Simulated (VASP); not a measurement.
The system is Mg7Cd9O16.

```
O Mg Cd
1.0
     8.96212    0.00000    0.00000
     0.00000    8.96212    0.00000
     0.00000    0.00000    8.96212
O Mg Cd
32 14 18
Direct
  0.25187 0.99767 0.00204
  0.24915 0.00228 0.50097
  0.25055 0.50076 0.99839
  0.25292 0.49867 0.50025
  0.74704 0.99909 0.99895
  0.74935 0.00240 0.49994
  0.75152 0.50026 0.99823
  0.74835 0.50158 0.49928
  0.99909 0.25003 0.00187
  0.00005 0.25352 0.49689
  0.00124 0.74933 0.00103
  0.99738 0.74975 0.49787
  0.50225 0.25009 0.00327
  0.50137 0.24974 0.49747
  0.50199 0.74782 0.99446
  0.50026 0.75078 0.49662
  0.99971 0.99785 0.24972
  0.00129 0.00115 0.75168
  0.00030 0.50023 0.24926
  0.99774 0.49696 0.75180
  0.50218 0.00208 0.25045
  0.49901 0.99843 0.74904
  0.50273 0.50092 0.25380
  0.50040 0.50473 0.75211
  0.24793 0.24890 0.25117
  0.24706 0.24891 0.74769
  0.24886 0.74725 0.24826
  0.25217 0.74834 0.74962
  0.75301 0.24979 0.24512
  0.75324 0.25229 0.75042
  0.75141 0.74878 0.25346
  0.75033 0.75029 0.74673
  0.99853 0.00000 0.99982
  0.00040 0.99881 0.50278
  0.50207 0.50008 0.50028
  0.25049 0.24992 0.49811
  0.74885 0.25576 0.50038
  0.24949 0.00404 0.25013
  0.75263 0.99787 0.25304
  0.75257 0.99999 0.74691
  0.74883 0.50436 0.24942
  0.00046 0.24793 0.24963
  0.99857 0.75033 0.24919
  0.49805 0.24938 0.74773
  0.50080 0.75138 0.24761
  0.50045 0.75459 0.75798
  0.99936 0.50294 0.00928
  0.99893 0.50131 0.49721
  0.49996 0.00410 0.00347
  0.50344 0.00350 0.49702
  0.50022 0.50200 0.99811
  0.25298 0.25035 0.99593
  0.25122 0.74793 0.99857
  0.24810 0.74907 0.50129
  0.75147 0.24980 0.00173
  0.75113 0.74657 0.00320
  0.74930 0.74876 0.49910
  0.25098 0.99850 0.75168
  0.25059 0.49912 0.25065
  0.24807 0.50128 0.74536
  0.74605 0.49670 0.75215
  0.99985 0.25030 0.75304
  0.99916 0.74837 0.75140
  0.50392 0.24704 0.24799
```

- Program: VASP 6.6.1
- Task: relaxation of volume and atoms at fixed shape
- Functional: PBEsol
- Potentials or basis: VASP PAW PBE potentials, release 64 (O, Mg, Cd)
- Cutoff: 600 eV
- k mesh: 1 × 1 × 1, shifted
- Occupations: fermi-dirac, width 0.05 eV
- Spin: no spin polarisation

At the start: pressure 8.2 GPa; volume 11.25 Å³/atom.

Q: How do energy, volume and symmetry change on relaxing?

A: Over 20 steps the energy falls by 80.5 meV/atom and the volume is 11.58 Å³/atom (+3.0 %); space group P1 (No. 1, to 0.1 Å) before and after.

The path:
| step | energy change (eV) | largest force (eV/Å) | pressure (GPa) | volume (Å³) |
| --- | --- | --- | --- | --- |
| 1 | 0.0000 | 2.8737 | 8.16 | 719.83 |
| 2 | -3.2665 | 0.7457 | -6.40 | 781.19 |
| 3 | -3.3550 | 1.0060 | -4.69 | 771.71 |
| 4 | -4.6481 | 0.5375 | -1.26 | 748.40 |
| 5 | -4.8380 | 0.5436 | 1.04 | 735.64 |
| 6 | -5.0332 | 0.3024 | 0.26 | 739.22 |
| 7 | -5.0616 | 0.2814 | -0.11 | 741.18 |
| 8 | -5.1044 | 0.1422 | 0.02 | 740.65 |
| 9 | -5.1147 | 0.1668 | 0.13 | 740.23 |
| 10 | -5.1306 | 0.0856 | -0.11 | 741.41 |
| 11 | -5.1327 | 0.0851 | -0.23 | 742.00 |
| 12 | -5.1398 | 0.0677 | 0.19 | 739.91 |
| 13 | -5.1400 | 0.0680 | 0.27 | 739.48 |
| 14 | -5.1449 | 0.0555 | -0.01 | 740.85 |
| 15 | -5.1450 | 0.0545 | -0.04 | 741.04 |
| 16 | -5.1474 | 0.0471 | -0.03 | 740.99 |
| 17 | -5.1480 | 0.0399 | -0.02 | 740.95 |
| 18 | -5.1492 | 0.0323 | 0.03 | 740.72 |
| 19 | -5.1495 | 0.0502 | 0.06 | 740.55 |
| 20 | -5.1503 | 0.0208 | -0.07 | 741.22 |

Final structure:
```
O Mg Cd
1.0
     9.05000    0.00000    0.00000
     0.00000    9.05000    0.00000
     0.00000    0.00000    9.05000
O Mg Cd
32 14 18
Direct
  0.23198 0.00238 0.01669
  0.23502 0.01445 0.48689
  0.24840 0.49760 0.00204
  0.26263 0.48072 0.49708
  0.76485 0.00251 0.00814
  0.76389 0.01405 0.49688
  0.75035 0.49712 0.01892
  0.74047 0.48220 0.48721
  0.00044 0.23655 0.01778
  0.00093 0.23879 0.48767
  0.00059 0.76644 0.01678
  0.00173 0.76664 0.48745
  0.49865 0.25068 0.97691
  0.50071 0.25988 0.50837
  0.50000 0.74886 0.99853
  0.50043 0.73584 0.49971
  0.99537 0.99848 0.25255
  0.98483 0.00032 0.75195
  0.98536 0.51286 0.25290
  0.99775 0.50346 0.75100
  0.51040 0.98643 0.24995
  0.51517 0.99729 0.74713
  0.51429 0.51425 0.26220
  0.50440 0.50526 0.73411
  0.23945 0.23636 0.26316
  0.26467 0.24684 0.73105
  0.25413 0.76607 0.25228
  0.26979 0.75313 0.74910
  0.76031 0.24589 0.26363
  0.73803 0.23696 0.73280
  0.74969 0.75539 0.25288
  0.73563 0.76546 0.74886
  0.99616 0.00094 0.01132
  0.99746 0.00443 0.49212
  0.50363 0.49663 0.49809
  0.24999 0.24647 0.49595
  0.75037 0.24684 0.49639
  0.23797 0.99977 0.25324
  0.75465 0.00027 0.25380
  0.75029 0.00292 0.74206
  0.75019 0.49985 0.25603
  0.99674 0.23826 0.25477
  0.99345 0.75779 0.25192
  0.50326 0.24737 0.73943
  0.50529 0.75075 0.25460
  0.50411 0.75039 0.74456
  0.99811 0.50048 0.00663
  0.99964 0.49653 0.49662
  0.50150 0.99906 0.99958
  0.50008 0.00095 0.49794
  0.50173 0.50064 0.99974
  0.24898 0.24709 0.00091
  0.25009 0.75333 0.00309
  0.25131 0.75125 0.49824
  0.75060 0.24736 0.00009
  0.75039 0.75271 0.00173
  0.75055 0.75030 0.49948
  0.24905 0.00151 0.74893
  0.24993 0.50175 0.25293
  0.25562 0.49835 0.74683
  0.74718 0.49717 0.74654
  0.99926 0.24663 0.74709
  0.99925 0.75567 0.75187
  0.50147 0.25016 0.25292
```

Caveat: the k points lie up to 0.69 Å⁻¹ apart in the final cell; the PAW data sets were made with another functional, which shifts forces and pressure a little.
